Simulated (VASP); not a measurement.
# Fe2Co3 (R-3m) in VASP: single point with PBE

Aim: the single point of Fe2Co3 with PBE.

Program: VASP 6.6.1. These are calculated values, not measurements. Logs are shortened: lines on timing, memory, paths and dates and some standing lists are left out, and cuts for length are marked.

### Step 1. The cell of the first run

The structure is trigonal, space group R-3m (No. 166). The conventional cell has a = 4.013 Å, b = 4.013 Å, c = 12.226 Å, α = 90.00°, β = 90.00°, γ = 120.00°. Fe (site symmetry 3m) has 11 Co at 2.43 to 2.84 Å and 3 Fe at 2.46 Å within 3.2 Å. Co (site symmetry 3m) has 7 Fe at 2.43 to 2.84 Å and 7 Co at 2.45 to 2.82 Å within 3.2 Å. Co (site symmetry -3m) has 8 Fe at 2.45 to 2.83 Å and 6 Co at 2.45 Å within 3.2 Å.

### Step 2. Single point, PBE, collinear spin, ferromagnetic start

INCAR reads:

```
SYSTEM = Fe2Co3
PREC = Accurate ; ENCUT = 520
EDIFF = 1E-6 ; ISMEAR = 0
SIGMA = 0.1 ; LREAL = .FALSE.
LASPH = .TRUE. ; NELM = 150
ALGO = Fast ; ISIF = 2
LWAVE = .FALSE. ; LCHARG = .TRUE.
ISPIN = 2 ; MAGMOM = 2.87 2.87 2.04 2.04 2.04
LORBIT = 11 ; LMAXMIX = 4
GGA = PE ; LELF = .TRUE.
LVHAR = .TRUE. ; NBANDS = 34
```

KPOINTS reads:

```
Automatic mesh
0
G
  6 6 6
  0 0 0
```

POSCAR reads:

```
Fe2Co3
1.0
    2.0066893000      1.1585626000      4.0754633000
   -2.0066893000      1.1585626000      4.0754633000
    0.0000000000     -2.3171252000      4.0754633000
Fe Co
2 3
Direct
    0.7996150000      0.7996150000      0.7996150000
    0.2003850000      0.2003850000      0.2003850000
    0.6010230000      0.6010230000      0.6010230000
    0.0000000000      0.0000000000      0.0000000000
    0.3989770000      0.3989770000      0.3989770000
```

Potentials or basis: VASP PAW PBE potentials, release 64 (Fe, Co).

Command:

```sh
cat potpaw_PBE.64/Fe/POTCAR potpaw_PBE.64/Co/POTCAR > POTCAR
mpirun -np 1 vasp_std > vasp.out
```

OUTCAR:

```text
SYSTEM = Fe2Co3
   PREC = Accurate
   ENCUT = 520
   EDIFF = 1E-6
   ISMEAR = 0
   LREAL = .FALSE.
   LASPH = .TRUE.
   NELM = 150
   ISIF = 2
   ISPIN = 2
   LORBIT = 11
   GGA = PE

 ion  position               nearest neighbor table
   1  0.800  0.800  0.800-   3 2.43   4 2.45   5 2.46   5 2.46   5 2.46   2 2.46   2 2.46   2 2.46
                             4 2.83   4 2.83   4 2.83   3 2.84   3 2.84   3 2.84
   2  0.200  0.200  0.200-   5 2.43   4 2.45   3 2.46   3 2.46   3 2.46   1 2.46   1 2.46   1 2.46
                             4 2.83   4 2.83   4 2.83   5 2.84   5 2.84   5 2.84
   3  0.601  0.601  0.601-   1 2.43   4 2.45   4 2.45   4 2.45   2 2.46   2 2.46   2 2.46   5 2.47
                             5 2.82   5 2.82   5 2.82   1 2.84   1 2.84   1 2.84
   4  0.000  0.000  0.000-   1 2.45   2 2.45   3 2.45   5 2.45   3 2.45   3 2.45   5 2.45   5 2.45
                             2 2.83   1 2.83   2 2.83   1 2.83   2 2.83   1 2.83
   5  0.399  0.399  0.399-   2 2.43   4 2.45   4 2.45   4 2.45   1 2.46   1 2.46   1 2.46   3 2.47
                             3 2.82   3 2.82   3 2.82   2 2.84   2 2.84   2 2.84

  LATTYP: Found a trigonal (rhomboedric) cell.
 ALAT       =     4.6881201301
 COS(alpha) =     0.6335684985

  Lattice vectors:

 A1 = (   2.0066893000,   1.1585626000,   4.0754633000)
 A2 = (  -2.0066893000,   1.1585626000,   4.0754633000)
 A3 = (   0.0000000000,  -2.3171252000,   4.0754633000)

Analysis of symmetry for initial positions (statically):
=====================================================================
 Subroutine PRICEL returns:
 Original cell was already a primitive cell.

 Routine SETGRP: Setting up the symmetry group for a
 trigonal (rhombohedral) supercell.

 Subroutine GETGRP returns: Found 12 space group operations
 (whereof 12 operations were pure point group operations)
 out of a pool of 12 trial point group operations.

The static configuration has the point symmetry D_3d.

Analysis of symmetry for dynamics (positions and initial velocities):
=====================================================================
 Subroutine PRICEL returns:
 Original cell was already a primitive cell.

 Routine SETGRP: Setting up the symmetry group for a
 trigonal (rhombohedral) supercell.

 Subroutine GETGRP returns: Found 12 space group operations
 (whereof 12 operations were pure point group operations)
 out of a pool of 12 trial point group operations.

The dynamic configuration has the point symmetry D_3d.

Analysis of structural, dynamic, and magnetic symmetry:
=====================================================================
 Subroutine PRICEL returns:
 Original cell was already a primitive cell.

 Routine SETGRP: Setting up the symmetry group for a
 trigonal (rhombohedral) supercell.

 Subroutine GETGRP returns: Found 12 space group operations
 (whereof 12 operations were pure point group operations)
 out of a pool of 12 trial point group operations.

The overall configuration has the point symmetry D_3d.

 Subroutine INISYM returns: Found 12 space group operations
 (whereof 12 operations are pure point group operations),
 and found     1 'primitive' translations

----------------------------------------------------------------------------------------

                                     Primitive cell

  volume of cell :      56.8497

  direct lattice vectors                    reciprocal lattice vectors
     2.006689300  1.158562600  4.075463300     0.249166625  0.143856419  0.081790292
    -2.006689300  1.158562600  4.075463300    -0.249166625  0.143856419  0.081790292
     0.000000000 -2.317125200  4.075463300     0.000000000 -0.287712838  0.081790292

  length of vectors
     4.688120130  4.688120130  4.688120125     0.299112568  0.299112568  0.299112569

  position of ions in fractional coordinates (direct lattice)
     0.799615000  0.799615000  0.799615000
     0.200385000  0.200385000  0.200385000
     0.601023000  0.601023000  0.601023000
     0.000000000  0.000000000  0.000000000
     0.398977000  0.398977000  0.398977000

  ion indices of the primitive-cell ions
   primitive index   ion index
                 1           1
                 2           2
                 3           3
                 4           4
                 5           5

[... 51 lines left out ...]
 -0.333333  0.500000  0.166667     12.000000
 [... further k-points ...]
   k-points           NKPTS =     32   k-points in BZ     NKDIM =     32   number of bands    NBANDS=     34
   number of dos      NEDOS =    301   number of ions     NIONS =      5
   total plane-waves  NPLWV =  46656
   dimension x,y,z NGX =    36 NGY =   36 NGZ =   36
   dimension x,y,z NGXF=    72 NGYF=   72 NGZF=   72
   ions per type =               2   3
   NGX,Y,Z   is equivalent  to a cutoff of  12.77, 12.77, 12.77 a.u.
   NGXF,Y,Z  is equivalent  to a cutoff of  25.53, 25.53, 25.53 a.u.
 SYSTEM =  Fe2Co3
   PREC   = accura    normal or accurate (medium, high low for compatibility)
   ISTART =      0    job   : 0-new  1-cont  2-samecut
   ICHARG =      2    charge: 1-file 2-atom 10-const
   ISPIN  =      2    spin polarized calculation?
   LNONCOLLINEAR =      F non collinear calculations
   LSORBIT =      F    spin-orbit coupling
   LASPH  =      T    aspherical Exc in radial PAW
   ENCUT  =  520.0 eV  38.22 Ry    6.18 a.u.   8.72  8.72  8.72*2*pi/ulx,y,z
   NELM   =    150;   NELMIN=  2; NELMDL= -5     # of ELM steps
   EDIFF  = 0.1E-05   stopping-criterion for ELM
   LREAL  =      F    real-space projection
   EDIFFG = 0.1E-04   stopping-criterion for IOM
   NSW    =      0    number of steps for IOM
   IBRION =     -1    ionic relax: 0-MD 1-quasi-New 2-CG
   NFREE  =      0    steps in history (QN), initial steepest desc. (CG)
   ISIF   =      2    stress and relaxation
   ISYM   =      2    0-nonsym 1-usesym 2-fastsym
   POTIM  = 0.5000    time-step for ionic-motion
   TEBEG  =    0.0;   TEEND  =   0.0 temperature during run
   PSTRESS=    0.0 pullay stress
   NELECT =      43.0000    total number of electrons
   NUPDOWN=      -1.0000    fix difference up-down
   EMIN   =  10.00;   EMAX   =-10.00  energy-range for DOS
   EFERMI =   0.00;   METHOD = LEGACY
   ISMEAR =     0;   SIGMA  =   0.10  broadening in eV -4-tet -1-fermi 0-gaus
   EFERMI_NEDOS =   21; number of points for ismear=-14 and -15
   IALGO  =     68    algorithm
   IMIX   =      4    mixing-type and parameters
     AMIX     =   0.40;   BMIX     =  1.00
     AMIX_MAG =   1.60;   BMIX_MAG =  1.00
  volume/ion in A,a.u.               =      11.37        76.73
  Fermi-wavevector in a.u.,A,eV,Ry     =   1.491609  2.818732 30.271571  2.224898
  Thomas-Fermi vector in A             =   2.604242
   LORBIT       =     11    0 simple, 1 ext, 2 COOP (PROOUT), +10 PAW based schemes
   GGA     = PE    functional components
   LHFCALC =     F    Hartree Fock is set to
   AEXX    =    0.0000 exact exchange contribution
   IVDW    =     0    specifies the selected vdW correction
   LEPSILON=     F    determine dielectric tensor
   LRPA    =     F    only Hartree local field effects (RPA)
 spin polarized calculation
 RMM-DIIS sequential band-by-band and
 Gauss-broadening in eV      SIGMA  =   0.10
  energy-cutoff  :      520.00
  volume of cell :       56.85
 maximum number of plane-waves:      1548
   NGX = 17   NGY = 17   NGZ = 17

 number of electron      43.0000007 magnetization       9.7963063

 number of electron      43.0000007 magnetization      10.5444013

 Free energy of the ion-electron system (eV)
  ---------------------------------------------------
  ext. energy  EPLUGINS =         0.00000000
  ---------------------------------------------------
  free energy    TOTEN  =       -37.56582594 eV

  energy without entropy =      -37.53479486  energy(sigma->0) =      -37.55031040

 E-fermi :   8.4326     XC(G=0): -13.1196

 val. band max:        8.4181889763   @ k =   0.5000   0.5000   0.5000
 cond. band min:       8.4388176916   @ k =  -0.3333   0.3333   0.0000
 fundamental gap:      0.0206287153
 Fermi energy:         8.4325925894

 spin component 1

 k-point     1 :       0.0000    0.0000    0.0000
  band No.  band energies     occupation
      1      -0.4913      1.00000
      2       4.0051      1.00000
      3       4.0051      1.00000
      4       4.0804      1.00000
      5       4.0804      1.00000
      6       4.4937      1.00000
[... 853 lines left out ...]
     32      16.5873      0.00000
     33      20.1439      0.00000

 [... further k-points ...]

 spin component 2

 k-point     1 :       0.0000    0.0000    0.0000
  band No.  band energies     occupation
      1      -0.3687      1.00000
      2       5.6201      1.00000
      3       5.6201      1.00000
      4       5.8039      1.00000
      5       5.8458      1.00000
      6       5.8602      1.00000
[... 853 lines left out ...]
     32      17.5594      0.00000
     33      20.8391      0.00000

 [... further k-points ...]

 [bands above 33 left out]

------------------------ aborting loop because EDIFF is reached ----------------------------------------

  FORCE on cell =-STRESS in cart. coord.  units (eV):
  Direction    XX          YY          ZZ          XY          YZ          ZX
  --------------------------------------------------------------------------------------
  -------------------------------------------------------------------------------------
  Total       -0.0761220     -0.0761220     -0.0139055      0.0000000      0.0000000      0.0000000
  in kB       -2.1453252     -2.1453252     -0.3918947      0.0000000      0.0000000      0.0000000
  external PRESSURE =      -1.5608484 kB  Pullay stress =       0.0000000 kB

 VOLUME and BASIS-vectors are now :
 -----------------------------------------------------------------------------
  energy-cutoff  :      520.00
  volume of cell :       56.85
      direct lattice vectors                 reciprocal lattice vectors
     2.006689300  1.158562600  4.075463300     0.249166625  0.143856419  0.081790292
    -2.006689300  1.158562600  4.075463300    -0.249166625  0.143856419  0.081790292
     0.000000000 -2.317125200  4.075463300     0.000000000 -0.287712838  0.081790292

 POSITION                                       TOTAL-FORCE (eV/Angst)
 -----------------------------------------------------------------------------------
      0.00000      0.00000      9.77640         0.000000     -0.000000     -0.005404
      0.00000      0.00000      2.44999         0.000000      0.000000      0.005404
      0.00000      0.00000      7.34834         0.000000     -0.000000     -0.001874
      0.00000      0.00000      0.00000         0.000000      0.000000      0.000000
      0.00000      0.00000      4.87805         0.000000      0.000000      0.001874
 -----------------------------------------------------------------------------------
    total drift:                                0.000000     -0.000000      0.000000

  FREE ENERGIE OF THE ION-ELECTRON SYSTEM (eV)
  ---------------------------------------------------
  free  energy   TOTEN  =       -37.5658259396 eV

  energy  without entropy=      -37.5347948609  energy(sigma->0) =      -37.55031040

 total charge

# of ion       s       p       d       tot
------------------------------------------
    1        0.475   0.517   6.217   7.209
    2        0.475   0.517   6.217   7.209
    3        0.482   0.514   7.221   8.218
    4        0.483   0.518   7.207   8.208
    5        0.482   0.514   7.221   8.218
--------------------------------------------------
tot          2.398   2.581  34.082  39.061

 magnetization (x)

# of ion       s       p       d       tot
------------------------------------------
    1        0.001  -0.037   2.643   2.608
    2        0.001  -0.037   2.643   2.608
    3       -0.010  -0.054   1.847   1.783
    4       -0.011  -0.056   1.883   1.816
    5       -0.010  -0.054   1.847   1.783
--------------------------------------------------
tot         -0.029  -0.237  10.864  10.598
```

Wall time 3.2 min (1 thread of Intel Xeon Platinum 8259CL at 2.50GHz (Skylake/Cascade Lake), shared host); peak memory 0.29 GiB.

What came out:

| Item | Value |
| --- | --- |
| Free energy | -37.5658 eV |
| Pressure | -0.2 GPa |
| Largest force | 0.005 eV/Å |
| Net moment | 10.54 μB per cell |
| Site moments | Fe +2.61; Co +1.78, +1.82 (each value once) μB |
| Valence electrons inside the program's atomic spheres | Fe 7.21; Co 8.22, 8.21 (each value once) |

Forces in eV/Å, atoms in the order of the input:
```
Fe   0.000  0.000 -0.005
Fe   0.000  0.000  0.005
Co   0.000  0.000 -0.002
Co   0.000  0.000  0.000
Co   0.000  0.000  0.002
```

Stress tensor (GPa, compression positive):
```
-0.21  0.00  0.00
 0.00 -0.21  0.00
 0.00  0.00 -0.04
```

Levels at points of the mesh, in eV from the Fermi level:
Spin up:
```
           k point  band 24  band 25  band 26  band 27  band 28  band 29  band 30  band 31
(0.00, 0.00, 0.00)    -1.33    -0.98    -0.98     3.54     3.65     6.76     6.76     6.86
(0.50, 0.00, 0.00)    -1.25    -1.11    -0.97    -0.42     0.05     4.69     4.72     6.44
(0.50, 0.50, 0.00)    -1.07    -0.58    -0.44    -0.25    -0.02     1.18     1.27     6.36
(0.50, 0.50, 0.50)    -1.35    -0.71    -0.71    -0.66     6.32     6.32     6.38     6.38
```
Spin down:
```tsv
k point	band 14	band 15	band 16	band 17	band 18	band 19
(0.00, 0.00, 0.00)	-1.02	-0.99	-0.99	0.41	0.41	0.60
(0.50, 0.00, 0.00)	-1.29	-0.20	-0.08	0.11	0.12	0.23
(0.50, 0.50, 0.00)	-0.73	-0.16	-0.13	0.07	0.27	0.49
(0.50, 0.50, 0.50)	-1.33	-0.01	0.28	0.28	0.60	0.60
```
